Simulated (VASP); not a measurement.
# C in VASP: single point with PBEsol

Aim: the single point of C with PBEsol.

Program: VASP 6.6.1. These are calculated values, not measurements. Logs are shortened: lines on timing, memory, paths and dates and some standing lists are left out, and cuts for length are marked.

## 1. The cell of the first run

The cell holds a slab with vacuum, 8 atoms: a = 2.459 Å, b = 2.459 Å, c = 59.614 Å, α = 90.00°, β = 90.00°, γ = 120.00°.

## 2. Single point, PBEsol

Contents of INCAR:

```
SYSTEM = C
  PREC = Accurate
  ENCUT = 520
  EDIFF = 1E-6
  ISMEAR = 0
  SIGMA = 0.1
  LREAL = .FALSE.
  LASPH = .TRUE.
  NELM = 60
  ALGO = Normal
  ISIF = 2
  LWAVE = .FALSE.
  LCHARG = .FALSE.
  GGA = PS
  NBANDS = 26
```

Contents of KPOINTS:

```
Automatic mesh
0
G
  15 15 1
  0 0 0
```

Contents of POSCAR:

```
C
1.0
    2.4589569351      0.0000000000      0.0000000000
   -1.2294784676      2.1295191726      0.0000000000
    0.0000000000      0.0000000000     59.6135152347
C
8
Direct
    0.0000000000      0.0000000000      0.1258103967
    0.6666666667      0.3333333333      0.1258146899
    0.0000000000      0.0000000000      0.4697298734
    0.3333333333      0.6666666667      0.4697255801
    0.0000000000      0.0000000000      0.5302701266
    0.6666666667      0.3333333333      0.5302744199
    0.3333333333      0.6666666667      0.8741853101
    0.0000000000      0.0000000000      0.8741896033
```

Potentials or basis: VASP PAW PBE potentials, release 64 (C).

Run with:

```bash
cat potpaw_PBE.64/C/POTCAR > POTCAR
mpirun -np 1 vasp_std > vasp.out
```

OUTCAR:

```text
SYSTEM = C
   PREC = Accurate
   ENCUT = 520
   EDIFF = 1E-6
   ISMEAR = 0
   LREAL = .FALSE.
   LASPH = .TRUE.
   NELM = 60
   ISIF = 2
   GGA = PS

 ion  position               nearest neighbor table
   1  0.000  0.000  0.126-   2 1.42   2 1.42   2 1.42
   2  0.667  0.333  0.126-   1 1.42   1 1.42   1 1.42
   3  0.000  0.000  0.470-   4 1.42   4 1.42   4 1.42
   4  0.333  0.667  0.470-   3 1.42   3 1.42   3 1.42
   5  0.000  0.000  0.530-   6 1.42   6 1.42   6 1.42
   6  0.667  0.333  0.530-   5 1.42   5 1.42   5 1.42
   7  0.333  0.667  0.874-   8 1.42   8 1.42   8 1.42
   8  0.000  0.000  0.874-   7 1.42   7 1.42   7 1.42

  LATTYP: Found a hexagonal cell.
 ALAT       =     2.4589569351
 C/A-ratio  =    24.2434157279

  Lattice vectors:

 A1 = (   2.4589569351,   0.0000000000,   0.0000000000)
 A2 = (  -1.2294784676,   2.1295191726,   0.0000000000)
 A3 = (   0.0000000000,   0.0000000000,  59.6135152347)

Analysis of symmetry for initial positions (statically):
=====================================================================
 Subroutine PRICEL returns:
 Original cell was already a primitive cell.

 Routine SETGRP: Setting up the symmetry group for a
 hexagonal supercell.

 Subroutine GETGRP returns: Found 12 space group operations
 (whereof 12 operations were pure point group operations)
 out of a pool of 24 trial point group operations.

The static configuration has the point symmetry D_3d.

Analysis of symmetry for dynamics (positions and initial velocities):
=====================================================================
 Subroutine PRICEL returns:
 Original cell was already a primitive cell.

 Routine SETGRP: Setting up the symmetry group for a
 hexagonal supercell.

 Subroutine GETGRP returns: Found 12 space group operations
 (whereof 12 operations were pure point group operations)
 out of a pool of 24 trial point group operations.

The dynamic configuration has the point symmetry D_3d.

 Subroutine INISYM returns: Found 12 space group operations
 (whereof 12 operations are pure point group operations),
 and found     1 'primitive' translations

----------------------------------------------------------------------------------------

                                     Primitive cell

  volume of cell :     312.1600

  direct lattice vectors                    reciprocal lattice vectors
     2.458956935  0.000000000  0.000000000     0.406676500  0.234794787  0.000000000
    -1.229478468  2.129519173  0.000000000     0.000000000  0.469589573  0.000000000
     0.000000000  0.000000000 59.613515235     0.000000000  0.000000000  0.016774720

  length of vectors
     2.458956935  2.458956935 59.613515235     0.469589573  0.469589573  0.016774720

  position of ions in fractional coordinates (direct lattice)
     0.000000000  0.000000000  0.125810397
     0.666666667  0.333333333  0.125814690
     0.000000000  0.000000000  0.469729873
     0.333333333  0.666666667  0.469725580
     0.000000000  0.000000000  0.530270127
     0.666666667  0.333333333  0.530274420
     0.333333333  0.666666667  0.874185310
     0.000000000  0.000000000  0.874189603

  ion indices of the primitive-cell ions
   primitive index   ion index
                 1           1
                 2           2
                 3           3
                 4           4
                 5           5
                 6           6
                 7           7
                 8           8

----------------------------------------------------------------------------------------

 KPOINTS: Automatic mesh

Automatic generation of k-mesh.
 Grid dimensions read from file:
 generate k-points for:   15   15    1

 Generating k-lattice:

  Cartesian coordinates                     Fractional coordinates (reciprocal lattice)
     0.027111767  0.015652986  0.000000000     0.066666667  0.000000000  0.000000000
     0.000000000  0.031305972  0.000000000     0.000000000  0.066666667  0.000000000
     0.000000000  0.000000000  0.016774720     0.000000000  0.000000000  1.000000000

  Length of vectors
     0.031305972  0.031305972  0.016774720

  Shift w.r.t. Gamma in fractional coordinates (k-lattice)
     0.000000000  0.000000000  0.000000000

 Subroutine IBZKPT returns following result:
 ===========================================

 Found     27 irreducible k-points:

 Following reciprocal coordinates:
            Coordinates               Weight
  0.000000  0.000000  0.000000      1.000000
  0.066667  0.000000  0.000000      6.000000
  0.133333 -0.000000  0.000000      6.000000
  0.200000  0.000000  0.000000      6.000000
  0.266667 -0.000000  0.000000      6.000000
  0.333333  0.000000  0.000000      6.000000
[... 16 lines left out ...]
  0.333333  0.200000  0.000000     12.000000
  0.400000  0.200000  0.000000      6.000000
 [... further k-points ...]
   k-points           NKPTS =     27   k-points in BZ     NKDIM =     27   number of bands    NBANDS=     26
   number of dos      NEDOS =    301   number of ions     NIONS =      8
   total plane-waves  NPLWV = 145152
   dimension x,y,z NGX =    18 NGY =   18 NGZ =  448
   dimension x,y,z NGXF=    36 NGYF=   36 NGZF=  896
   ions per type =               8
   NGX,Y,Z   is equivalent  to a cutoff of  12.17, 12.17, 12.49 a.u.
   NGXF,Y,Z  is equivalent  to a cutoff of  24.34, 24.34, 24.99 a.u.
 SYSTEM =  C
   PREC   = accura    normal or accurate (medium, high low for compatibility)
   ISTART =      0    job   : 0-new  1-cont  2-samecut
   ICHARG =      2    charge: 1-file 2-atom 10-const
   ISPIN  =      1    spin polarized calculation?
   LNONCOLLINEAR =      F non collinear calculations
   LSORBIT =      F    spin-orbit coupling
   LASPH  =      T    aspherical Exc in radial PAW
   ENCUT  =  520.0 eV  38.22 Ry    6.18 a.u.   4.57  4.57110.84*2*pi/ulx,y,z
   NELM   =     60;   NELMIN=  2; NELMDL= -5     # of ELM steps
   EDIFF  = 0.1E-05   stopping-criterion for ELM
   LREAL  =      F    real-space projection
   EDIFFG = 0.1E-04   stopping-criterion for IOM
   NSW    =      0    number of steps for IOM
   IBRION =     -1    ionic relax: 0-MD 1-quasi-New 2-CG
   NFREE  =      0    steps in history (QN), initial steepest desc. (CG)
   ISIF   =      2    stress and relaxation
   ISYM   =      2    0-nonsym 1-usesym 2-fastsym
   POTIM  = 0.5000    time-step for ionic-motion
   TEBEG  =    0.0;   TEEND  =   0.0 temperature during run
   PSTRESS=    0.0 pullay stress
   NELECT =      32.0000    total number of electrons
   NUPDOWN=      -1.0000    fix difference up-down
   EMIN   =  10.00;   EMAX   =-10.00  energy-range for DOS
   EFERMI =   0.00;   METHOD = LEGACY
   ISMEAR =     0;   SIGMA  =   0.10  broadening in eV -4-tet -1-fermi 0-gaus
   EFERMI_NEDOS =   21; number of points for ismear=-14 and -15
   IALGO  =     38    algorithm
   IMIX   =      4    mixing-type and parameters
     AMIX     =   0.40;   BMIX     =  1.00
     AMIX_MAG =   1.60;   BMIX_MAG =  1.00
  volume/ion in A,a.u.               =      39.02       263.32
  Fermi-wavevector in a.u.,A,eV,Ry     =   0.766183  1.447876  7.987112  0.587036
  Thomas-Fermi vector in A             =   1.866466
   LORBIT       =      0    0 simple, 1 ext, 2 COOP (PROOUT), +10 PAW based schemes
   GGA     = PS    functional components
   LHFCALC =     F    Hartree Fock is set to
   AEXX    =    0.0000 exact exchange contribution
   IVDW    =     0    specifies the selected vdW correction
   LEPSILON=     F    determine dielectric tensor
   LRPA    =     F    only Hartree local field effects (RPA)
 non-spin polarized calculation
 Gauss-broadening in eV      SIGMA  =   0.10
  energy-cutoff  :      520.00
  volume of cell :      312.16
 maximum number of plane-waves:      8522
   NGX =  9   NGY =  9   NGZ =221

 number of electron      31.9999990 magnetization

 Free energy of the ion-electron system (eV)
  ---------------------------------------------------
  ext. energy  EPLUGINS =         0.00000000
  ---------------------------------------------------
  free energy    TOTEN  =       -77.13426381 eV

  energy without entropy =      -77.13124660  energy(sigma->0) =      -77.13275521

 E-fermi :  -2.2829     XC(G=0):  -2.7814

 val. band max:       -2.2832565481   @ k =   0.3333   0.3333   0.0000
 cond. band min:      -2.2827789589   @ k =   0.3333   0.3333   0.0000
 fundamental gap:      0.0004775891
 Fermi energy:        -2.2829236233

 k-point     1 :       0.0000    0.0000    0.0000
  band No.  band energies     occupation
      1     -21.8696      2.00000
      2     -21.8358      2.00000
      3     -21.8358      2.00000
      4     -21.7841      2.00000
      5     -10.3218      2.00000
      6      -9.9894      2.00000
[... 18 lines left out ...]
     25       2.5895      0.00000
     26       2.8368      0.00000

 k-point     2 :       0.0667    0.0000    0.0000
  band No.  band energies     occupation
      1     -21.7637      2.00000
      2     -21.7302      2.00000
      3     -21.7302      2.00000
      4     -21.6788      2.00000
      5     -10.1937      2.00000
      6      -9.8627      2.00000
[... 18 lines left out ...]
     25       2.7346      0.00000
     26       2.9809      0.00000

 k-point     3 :       0.1333   -0.0000    0.0000
  band No.  band energies     occupation
      1     -21.4466      2.00000
      2     -21.4141      2.00000
      3     -21.4140      2.00000
      4     -21.3636      2.00000
      5      -9.8113      2.00000
      6      -9.4848      2.00000
[... 572 lines left out ...]
 k-point    23 :       0.3333    0.2000    0.0000
  band No.  band energies     occupation
      1     -16.8936      2.00000
      2     -16.8746      2.00000
      3     -16.8746      2.00000
      4     -16.8369      2.00000
      5     -13.9363      2.00000
      6     -13.9262      2.00000
[... 18 lines left out ...]
     25       8.5759      0.00000
     26       8.6154      0.00000

 k-point    24 :       0.4000    0.2000    0.0000
  band No.  band energies     occupation
      1     -15.9203      2.00000
      2     -15.9148      2.00000
      3     -15.9148      2.00000
      4     -15.8916      2.00000
      5     -14.9980      2.00000
      6     -14.9980      2.00000
[... 18 lines left out ...]
     25       9.0211      0.00000
     26       9.0240      0.00000

 [... further k-points ...]
[... 5 lines left out ...]
  --------------------------------------------------------------------------------------
  -------------------------------------------------------------------------------------
  Total        0.4419769      0.4419769     -0.0456618     -0.0000000      0.0000000     -0.0000000
  in kB        2.2684693      2.2684693     -0.2343618     -0.0000000      0.0000000     -0.0000000
  external PRESSURE =       1.4341922 kB  Pullay stress =       0.0000000 kB

 VOLUME and BASIS-vectors are now :
 -----------------------------------------------------------------------------
  energy-cutoff  :      520.00
  volume of cell :      312.16
      direct lattice vectors                 reciprocal lattice vectors
     2.458956935  0.000000000  0.000000000     0.406676500  0.234794787  0.000000000
    -1.229478468  2.129519173  0.000000000     0.000000000  0.469589573  0.000000000
     0.000000000  0.000000000 59.613515235     0.000000000  0.000000000  0.016774720

 POSITION                                       TOTAL-FORCE (eV/Angst)
 -----------------------------------------------------------------------------------
      0.00000      0.00000      7.50000        -0.000000     -0.000000      0.004200
      1.22948      0.70984      7.50026        -0.000000     -0.000000     -0.004458
      0.00000      0.00000     28.00225        -0.000000      0.000000      0.001844
     -0.00000      1.41968     28.00199         0.000000      0.000000     -0.000784
      0.00000      0.00000     31.61127        -0.000000      0.000000     -0.001844
      1.22948      0.70984     31.61152         0.000000      0.000000      0.000784
     -0.00000      1.41968     52.11326         0.000000      0.000000      0.004458
      0.00000      0.00000     52.11352         0.000000      0.000000     -0.004200
 -----------------------------------------------------------------------------------
    total drift:                               -0.000000      0.000000      0.000000

  FREE ENERGIE OF THE ION-ELECTRON SYSTEM (eV)
  ---------------------------------------------------
  free  energy   TOTEN  =       -77.1342638119 eV

  energy  without entropy=      -77.1312465982  energy(sigma->0) =      -77.13275521
```

It took 4.9 min on 1 thread of Intel Xeon Platinum 8559C (Emerald Rapids), shared host; peak memory 0.45 GiB.

What came out:

```yaml
Free_energy: -77.1343 eV
Largest_force: 0.004 eV/Å
Band_gap_on_the_k_mesh: zero (filled and empty bands touch)
```

Forces in eV/Å, atoms in the order of the input:
```
C    0.000  0.000  0.004
C    0.000  0.000 -0.004
C    0.000  0.000  0.002
C    0.000  0.000 -0.001
C    0.000  0.000 -0.002
C    0.000  0.000  0.001
C    0.000  0.000  0.004
C    0.000  0.000 -0.004
```

Caveat: the PAW data sets were made with another functional, which shifts forces and pressure a little.
